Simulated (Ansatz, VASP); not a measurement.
## One calculation of TiPt3, two programs

```
Ti Pt
1.0
     3.89700    0.00000    0.00000
     0.00000    3.89700    0.00000
     0.00000    0.00000    3.81906
Ti Pt
1 3
Direct
  0.00000 0.00000 0.00000
  0.00000 0.50000 0.50000
  0.50000 0.00000 0.50000
  0.50000 0.50000 0.00000
```

Change from the starting cell: zz strain of -2 %.

Alike in both runs: task single point; functional PBEsol; k mesh 9 × 9 × 9; occupations fermi-dirac, width 0.05 eV; no spin polarisation.

```csv
,VASP,Ansatz
version,VASP 6.6.1,Ansatz 0.2.0
potentials or method,"VASP PAW PBE potentials, release 64 (Ti_sv, Pt), cutoff 520 eV","all-electron LAPW, scalar-relativistic"
```

Ansatz gave:

```
pressure (GPa)                                                : 6.3
traceless stress, the component that is largest in VASP (GPa) : 2.47
```

Estimate VASP's values.

pressure (GPa): 6.0; traceless stress, the component that is largest in VASP (GPa): 2.46.

VASP's potentials were made for PBE, not for PBEsol. Ansatz ran all-electron here, and VASP with PAW potentials.

Neither program's run includes spin-orbit coupling.
